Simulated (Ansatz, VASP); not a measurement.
## Two plane-wave programs on Ga

```
CELL_PARAMETERS angstrom
3.85303 -2.29590 0.00000
3.85303 2.29590 0.00000
0.00000 0.00000 4.56483
ATOMIC_POSITIONS crystal
Ga 0.98629 0.33710 0.25000
Ga 0.33710 0.98629 0.75000
Ga 0.01371 0.66290 0.75000
Ga 0.66290 0.01371 0.25000
```

Alike in both runs: functional PBE; dispersion D3(BJ); k mesh 10 × 10 × 10; occupations gaussian, width 0.1 eV; no spin polarisation.

Ansatz relaxed the structure, and its values are those at the end. VASP's run is a single point on that final structure, the one shown.

```csv
,VASP,Ansatz
version,VASP 6.6.1,Ansatz 0.2.0
potentials or method,"VASP PAW PBE potentials, release 64 (Ga_d), cutoff 520 eV","scalar-relativistic, plane waves, PAW"
valence electrons in the cell,52,52
```

```tsv
	VASP	Ansatz	Ansatz less VASP
gap on the k mesh at the Fermi level (eV)	none	none	-
pressure (GPa)	0.0	0.0	+0.01
```

A gap of «none» marks a metal or a gap that the smearing closes.
